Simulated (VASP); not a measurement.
# Fe (Fmmm) in VASP: further runs

Aim: see how the results for Fe move with the level of theory and the settings. Levels: LDA, PBEsol. Tasks: single point.

All numbers are computed with VASP 6.6.1; they aren't measurements. Logs are shortened: lines on timing, memory, paths and dates and some standing lists are left out, and cuts for length are marked.

### Step 1. The cell of the first run

It takes space group Fmmm (No. 69, orthorhombic). Conventional cell: a = 2.997 Å, b = 3.883 Å, c = 3.930 Å, α = 90.00°, β = 90.00°, γ = 90.00°. Within 3.2 Å of Fe (site symmetry mmm) lie 14 Fe at 2.45 to 3.00 Å.

### Step 2. Single point, LDA, collinear spin, ferromagnetic start

INCAR reads:

```
SYSTEM = Fe
  PREC = Accurate
  ENCUT = 520
  EDIFF = 1E-7
  ISMEAR = -1
  SIGMA = 0.05
  LREAL = .False.
  LASPH = .True.
  NELM = 150
  ALGO = Normal
  ISIF = 2
  LWAVE = .False.
  LCHARG = .False.
  ISPIN = 2
  MAGMOM = 3
  LORBIT = 11
  LMAXMIX = 4
  GGA = CA
  NBANDS = 14
```

KPOINTS reads:

```
Automatic mesh
0
Gamma
  13 13 13
  0 0 0
```

POSCAR reads:

```
Fe
1.0
    0.0000000000      1.9417396906      1.9651051623
    1.4984397099      0.0000000000      1.9651051623
    1.4984397099      1.9417396906      0.0000000000
Fe
1
Direct
    0.0000000000      0.0000000000      0.0000000000
```

Potentials or basis: VASP PAW LDA potentials, release 64 (Fe).

On the command line:

```sh
> cat potpaw_LDA.64/Fe/POTCAR > POTCAR
> mpirun -np 1 vasp_std > vasp.out
```

OUTCAR:

```text
SYSTEM = Fe
   PREC = Accurate
   ENCUT = 520
   EDIFF = 1E-7
   ISMEAR = -1
   LREAL = .False.
   LASPH = .True.
   NELM = 150
   ISIF = 2
   ISPIN = 2
   LORBIT = 11
   GGA = CA

 ion  position               nearest neighbor table
   1  0.000  0.000  0.000-

  LATTYP: Found a face centered orthorhombic cell.
 ALAT       =     2.9968794198
 B/A-ratio  =     1.2958410524
 C/A-ratio  =     1.3114342535

  Lattice vectors:

 A1 = (   0.0000000000,   1.9417396906,   1.9651051623)
 A2 = (   1.4984397099,   0.0000000000,   1.9651051623)
 A3 = (   1.4984397099,   1.9417396906,   0.0000000000)

Analysis of symmetry for initial positions (statically):
=====================================================================
 Subroutine PRICEL returns:
 Original cell was already a primitive cell.

 Routine SETGRP: Setting up the symmetry group for a
 face centered orthorhombic supercell.

 Subroutine GETGRP returns: Found  8 space group operations
 (whereof  8 operations were pure point group operations)
 out of a pool of  8 trial point group operations.

The static configuration has the point symmetry D_2h.

Analysis of symmetry for dynamics (positions and initial velocities):
=====================================================================
 Subroutine PRICEL returns:
 Original cell was already a primitive cell.

 Routine SETGRP: Setting up the symmetry group for a
 face centered orthorhombic supercell.

 Subroutine GETGRP returns: Found  8 space group operations
 (whereof  8 operations were pure point group operations)
 out of a pool of  8 trial point group operations.

The dynamic configuration has the point symmetry D_2h.

Analysis of structural, dynamic, and magnetic symmetry:
=====================================================================
 Subroutine PRICEL returns:
 Original cell was already a primitive cell.

 Routine SETGRP: Setting up the symmetry group for a
 face centered orthorhombic supercell.

 Subroutine GETGRP returns: Found  8 space group operations
 (whereof  8 operations were pure point group operations)
 out of a pool of  8 trial point group operations.

The overall configuration has the point symmetry D_2h.

 Subroutine INISYM returns: Found  8 space group operations
 (whereof  8 operations are pure point group operations),
 and found     1 'primitive' translations

----------------------------------------------------------------------------------------

                                     Primitive cell

  volume of cell :      11.4353

  direct lattice vectors                    reciprocal lattice vectors
     0.000000000  1.941739691  1.965105162    -0.333680426  0.257501045  0.254439309
     1.498439710  0.000000000  1.965105162     0.333680426 -0.257501045  0.254439309
     1.498439710  1.941739691  0.000000000     0.333680426  0.257501045 -0.254439309

  length of vectors
     2.762605894  2.471226388  2.452687218     0.492329947  0.492329947  0.492329947

  position of ions in fractional coordinates (direct lattice)
     0.000000000  0.000000000  0.000000000

  ion indices of the primitive-cell ions
   primitive index   ion index
                 1           1

----------------------------------------------------------------------------------------

 KPOINTS: Automatic mesh

Automatic generation of k-mesh.
 Grid dimensions read from file:
 generate k-points for:   13   13   13

 Generating k-lattice:

  Cartesian coordinates                     Fractional coordinates (reciprocal lattice)
    -0.025667725  0.019807773  0.019572255     0.076923077  0.000000000  0.000000000
     0.025667725 -0.019807773  0.019572255     0.000000000  0.076923077 -0.000000000
     0.025667725  0.019807773 -0.019572255     0.000000000 -0.000000000  0.076923077

  Length of vectors
     0.037871534  0.037871534  0.037871534

  Shift w.r.t. Gamma in fractional coordinates (k-lattice)
     0.000000000  0.000000000  0.000000000

 Subroutine IBZKPT returns following result:
 ===========================================

 Found    343 irreducible k-points:

 Following reciprocal coordinates:
            Coordinates               Weight
  0.000000  0.000000  0.000000      1.000000
  0.076923  0.000000 -0.000000      8.000000
  0.153846 -0.000000  0.000000      8.000000
  0.230769 -0.000000 -0.000000      8.000000
  0.307692 -0.000000  0.000000      8.000000
  0.384615  0.000000  0.000000      8.000000
[... 16 lines left out ...]
  0.384615  0.153846  0.000000      8.000000
  0.461538  0.153846 -0.000000      8.000000
 [... further k-points ...]
   k-points           NKPTS =    343   k-points in BZ     NKDIM =    343   number of bands    NBANDS=     14
   number of dos      NEDOS =    301   number of ions     NIONS =      1
   total plane-waves  NPLWV =   7776
   dimension x,y,z NGX =    24 NGY =   18 NGZ =   18
   dimension x,y,z NGXF=    48 NGYF=   36 NGZF=   36
   ions per type =               1
   NGX,Y,Z   is equivalent  to a cutoff of  14.44, 12.11, 12.20 a.u.
   NGXF,Y,Z  is equivalent  to a cutoff of  28.89, 24.22, 24.40 a.u.
 SYSTEM =  Fe
   PREC   = accura    normal or accurate (medium, high low for compatibility)
   ISTART =      0    job   : 0-new  1-cont  2-samecut
   ICHARG =      2    charge: 1-file 2-atom 10-const
   ISPIN  =      2    spin polarized calculation?
   LNONCOLLINEAR =      F non collinear calculations
   LSORBIT =      F    spin-orbit coupling
   LASPH  =      T    aspherical Exc in radial PAW
   ENCUT  =  520.0 eV  38.22 Ry    6.18 a.u.   5.14  4.59  4.56*2*pi/ulx,y,z
   NELM   =    150;   NELMIN=  2; NELMDL= -5     # of ELM steps
   EDIFF  = 0.1E-06   stopping-criterion for ELM
   LREAL  =      F    real-space projection
   EDIFFG = 0.1E-05   stopping-criterion for IOM
   NSW    =      0    number of steps for IOM
   IBRION =     -1    ionic relax: 0-MD 1-quasi-New 2-CG
   NFREE  =      0    steps in history (QN), initial steepest desc. (CG)
   ISIF   =      2    stress and relaxation
   ISYM   =      2    0-nonsym 1-usesym 2-fastsym
   POTIM  = 0.5000    time-step for ionic-motion
   TEBEG  =    0.0;   TEEND  =   0.0 temperature during run
   PSTRESS=    0.0 pullay stress
   NELECT =       8.0000    total number of electrons
   NUPDOWN=      -1.0000    fix difference up-down
   EMIN   =  10.00;   EMAX   =-10.00  energy-range for DOS
   EFERMI =   0.00;   METHOD = LEGACY
   ISMEAR =    -1;   SIGMA  =   0.05  broadening in eV -4-tet -1-fermi 0-gaus
   EFERMI_NEDOS =   21; number of points for ismear=-14 and -15
   IALGO  =     38    algorithm
   IMIX   =      4    mixing-type and parameters
     AMIX     =   0.40;   BMIX     =  1.00
     AMIX_MAG =   1.60;   BMIX_MAG =  1.00
  volume/ion in A,a.u.               =      11.44        77.17
  Fermi-wavevector in a.u.,A,eV,Ry     =   1.453303  2.746344 28.736719  2.112089
  Thomas-Fermi vector in A             =   2.570585
   LORBIT       =     11    0 simple, 1 ext, 2 COOP (PROOUT), +10 PAW based schemes
   GGA     = CA    functional components
   LHFCALC =     F    Hartree Fock is set to
   AEXX    =    0.0000 exact exchange contribution
   IVDW    =     0    specifies the selected vdW correction
   LEPSILON=     F    determine dielectric tensor
   LRPA    =     F    only Hartree local field effects (RPA)
 spin polarized calculation
  energy-cutoff  :      520.00
  volume of cell :       11.44
 maximum number of plane-waves:       337
 NGX is ok and might be reduce to    24
   NGX = 11   NGY =  9   NGZ =  9

 number of electron       8.0000000 magnetization       2.1077529

 Free energy of the ion-electron system (eV)
  ---------------------------------------------------
  ext. energy  EPLUGINS =         0.00000000
  ---------------------------------------------------
  free energy    TOTEN  =        -9.13829353 eV

  energy without entropy =       -9.12886276  energy(sigma->0) =       -9.13357814

 E-fermi :   5.6544     XC(G=0): -13.3796

 val. band max:        5.6538518687   @ k =  -0.3077   0.3846   0.2308
 cond. band min:       5.6555415824   @ k =  -0.0769   0.2308   0.3077
 fundamental gap:      0.0016897137
 Fermi energy:         5.6544065094

 spin component 1

 k-point     1 :       0.0000    0.0000    0.0000
  band No.  band energies     occupation
      1      -2.8706      1.00000
      2       3.1967      1.00000
      3       3.2992      1.00000
      4       3.6665      1.00000
      5       4.4488      1.00000
      6       4.8567      1.00000
      7      29.3371      0.00000
      8      30.8222      0.00000
      9      31.0810      0.00000
     10      35.0474      0.00000
     11      36.1112      0.00000
     12      36.3002      0.00000
     13      36.7754      0.00000
     14      36.8545      0.00000

 k-point     2 :       0.0769    0.0000   -0.0000
  band No.  band energies     occupation
      1      -2.6331      1.00000
      2       3.2110      1.00000
      3       3.3095      1.00000
      4       3.7059      1.00000
      5       4.4112      1.00000
      6       4.8285      1.00000
      7      28.3588      0.00000
      8      30.0362      0.00000
      9      30.7689      0.00000
     10      34.1712      0.00000
     11      35.1605      0.00000
     12      35.7817      0.00000
     13      36.3304      0.00000
     14      38.5646      0.00000
[... 343 lines left out ...]
      1       0.6830      1.00000
      2       2.6863      1.00000
      3       2.8538      1.00000
      4       4.3695      1.00000
      5       5.0782      0.99999
      6       5.8094      0.04314
      7      18.4542      0.00000
      8      22.1645      0.00000
      9      26.4864      0.00000
     10      31.0009      0.00000
     11      34.5576      0.00000
     12      37.9134      0.00000
     13      41.6994      0.00000
     14      44.4859      0.00000

 k-point    24 :       0.4615    0.1538   -0.0000
  band No.  band energies     occupation
      1       1.1397      1.00000
      2       2.5322      1.00000
      3       3.2842      1.00000
      4       4.4320      1.00000
      5       5.1897      0.99991
      6       6.9525      0.00000
      7      15.3318      0.00000
      8      21.1202      0.00000
      9      25.7228      0.00000
     10      31.3818      0.00000
     11      34.6303      0.00000
     12      38.0451      0.00000
     13      44.3545      0.00000
     14      45.9712      0.00000

 [... further k-points ...]

 spin component 2

 k-point     1 :       0.0000    0.0000    0.0000
  band No.  band energies     occupation
      1      -2.5007      1.00000
      2       4.8739      1.00000
      3       5.0064      1.00000
      4       5.4688      0.97617
      5       6.5867      0.00000
      6       7.1386      0.00000
      7      29.4809      0.00000
      8      30.9905      0.00000
      9      31.2692      0.00000
     10      35.6067      0.00000
     11      36.4666      0.00000
     12      37.1187      0.00000
     13      37.5730      0.00000
     14      37.6571      0.00000

 k-point     2 :       0.0769    0.0000   -0.0000
  band No.  band energies     occupation
      1      -2.2618      1.00000
      2       4.8855      1.00000
      3       5.0149      1.00000
      4       5.5059      0.95121
      5       6.5391      0.00000
      6       7.1049      0.00000
      7      28.6797      0.00000
      8      30.2604      0.00000
      9      31.0262      0.00000
     10      34.7717      0.00000
     11      35.7774      0.00000
     12      36.5446      0.00000
     13      36.8641      0.00000
     14      39.3609      0.00000
[... 343 lines left out ...]
      1       1.3231      1.00000
      2       4.2229      1.00000
      3       4.3690      1.00000
      4       6.4427      0.00000
      5       7.2852      0.00000
      6       7.5943      0.00000
      7      19.3037      0.00000
      8      22.8414      0.00000
      9      27.1147      0.00000
     10      31.4328      0.00000
     11      35.1235      0.00000
     12      38.5023      0.00000
     13      42.2702      0.00000
     14      44.9494      0.00000

 k-point    24 :       0.4615    0.1538   -0.0000
  band No.  band energies     occupation
      1       2.1440      1.00000
      2       4.1104      1.00000
      3       4.5278      1.00000
      4       6.4800      0.00000
      5       7.3683      0.00000
      6       8.5677      0.00000
      7      16.3214      0.00000
      8      21.7988      0.00000
      9      26.3092      0.00000
     10      31.8454      0.00000
     11      35.1964      0.00000
     12      38.6638      0.00000
     13      44.7485      0.00000
     14      46.6254      0.00000

 [... further k-points ...]
[... 5 lines left out ...]
  --------------------------------------------------------------------------------------
  -------------------------------------------------------------------------------------
  Total       -1.8009973     -1.1261335     -1.2374826      0.0000000      0.0000000      0.0000000
  in kB     -252.3350500   -157.7808819   -173.3818421      0.0000000      0.0000000      0.0000000
  external PRESSURE =    -194.4992580 kB  Pullay stress =       0.0000000 kB

 VOLUME and BASIS-vectors are now :
 -----------------------------------------------------------------------------
  energy-cutoff  :      520.00
  volume of cell :       11.44
      direct lattice vectors                 reciprocal lattice vectors
     0.000000000  1.941739691  1.965105162    -0.333680426  0.257501045  0.254439309
     1.498439710  0.000000000  1.965105162     0.333680426 -0.257501045  0.254439309
     1.498439710  1.941739691  0.000000000     0.333680426  0.257501045 -0.254439309

 POSITION                                       TOTAL-FORCE (eV/Angst)
 -----------------------------------------------------------------------------------
      0.00000      0.00000      0.00000        -0.000000      0.000000     -0.000000
 -----------------------------------------------------------------------------------
    total drift:                                0.000000      0.000000      0.000000

  FREE ENERGIE OF THE ION-ELECTRON SYSTEM (eV)
  ---------------------------------------------------
  free  energy   TOTEN  =        -9.1382935296 eV

  energy  without entropy=       -9.1288627597  energy(sigma->0) =       -9.13357814

 total charge

# of ion       s       p       d       tot
------------------------------------------
    1        0.486   0.528   6.253   7.267

 magnetization (x)

# of ion       s       p       d       tot
------------------------------------------
    1       -0.011  -0.033   2.127   2.083
```

Run time: 56 s. Hardware: 1 thread of Intel Xeon Platinum 8375C at 2.90GHz (Ice Lake), shared host; peak memory 0.19 GiB.

What came out:

```
Free energy                                           : -9.1383 eV
Pressure                                              : -19.4 GPa
Net moment                                            : 2.11 μB per cell
Site moments                                          : Fe +2.08 μB
Valence electrons inside the program's atomic spheres : Fe 7.27
```

Stress tensor (GPa, compression positive):
```
-25.23   0.00   0.00
  0.00 -15.78   0.00
  0.00   0.00 -17.34
```

### Step 3. Single point, LDA, collinear spin, ferromagnetic start (volume scaled by 1.02)

INCAR reads:

```
PREC = Accurate ; ENCUT = 520
EDIFF = 1E-6 ; ISMEAR = -1
SIGMA = 0.05 ; LREAL = False
LASPH = True ; NELM = 150
ALGO = Normal ; ISIF = 2
LWAVE = False ; LCHARG = False
ISPIN = 2 ; MAGMOM = 3
LORBIT = 11 ; LMAXMIX = 4
NBANDS = 14
```

KPOINTS reads:

```
regular mesh
0
Gamma
  13 13 13
```

POSCAR reads:

```
Fe
1.0
    0.0000000000      1.9545992686      1.9781194830
    1.5083634409      0.0000000000      1.9781194830
    1.5083634409      1.9545992686      0.0000000000
Fe
1
Direct
    0.0000000000      0.0000000000      0.0000000000
```

Potentials or basis: VASP PAW LDA potentials, release 64 (Fe).

On the command line:

```sh
> cat potpaw_LDA.64/Fe/POTCAR > POTCAR
> mpirun -np 1 vasp_std > vasp.out
```

It took 56 s on 1 thread of Intel Xeon Platinum 8375C at 2.90GHz (Ice Lake), shared host; peak memory 0.19 GiB.

It converged, with:

| Item | Value |
| --- | --- |
| Free energy | -9.1085 eV |
| Pressure | -22.2 GPa |
| Net moment | 2.15 μB per cell |
| Site moments | Fe +2.12 μB |
| Valence electrons inside the program's atomic spheres | Fe 7.23 |

Stress tensor (GPa, compression positive):
```
-27.41   0.00   0.00
  0.00 -18.83   0.00
  0.00   0.00 -20.28
```

Levels at points of the mesh, in eV from the Fermi level:
Spin up:
| k point | band 3 | band 4 | band 5 | band 6 | band 7 | band 8 |
| --- | --- | --- | --- | --- | --- | --- |
| (0.00, 0.00, 0.00) | -2.31 | -1.96 | -1.19 | -0.80 | 23.51 | 24.97 |
Spin down:
```
           k point  band 1  band 2  band 3  band 4  band 5  band 6  band 7  band 8
(0.00, 0.00, 0.00)   -8.03   -0.70   -0.57   -0.12    0.97    1.51   23.65   25.14
```

(Part 1 of 2 ends here.)
